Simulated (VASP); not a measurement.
Runs of VASP 6.6.1 on Ta4O. The structure is that of space group P4/mmm (No. 123), or close to it. The cells are those of the table. 

```tsv
cell	gap on the mesh (eV)	pressure (GPa)	largest force (eV/Å)
a = 3.259, b = 3.259, c = 7.342 Å, 5 atoms	none	(b)	0.11
a = 3.307, b = 3.307, c = 7.562 Å, 5 atoms	none	(c)	0.12
a = 3.211, b = 3.211, c = 7.562 Å, 5 atoms	none	-6.7	0.26
a = 3.307, b = 3.307, c = 7.232 Å, 5 atoms	none	-7.4	(a)
a = 3.307, b = 3.307, c = 7.122 Å, 5 atoms	none	-3.2	0.69
```

Alike in all rows: task single point; level PBEsol; potentials or basis VASP PAW PBE potentials, release 64 (Ta_pv, O); no spin polarisation; k mesh 14 × 14 × 8; cutoff (eV) 520; smearing gaussian 0.15 eV.

Fill in the values left out.

(a) 0.40; (b) -5.7; (c) -17.1.

Caveats: the PAW data sets were made with another functional, which shifts forces and pressure a little; spin-orbit coupling is left out, which moves the levels of the heavy elements.

A k mesh can miss the band edges, and the runs leave out spin-orbit coupling on Ta.

A gap of «none» marks levels without a gap at the run's occupations.
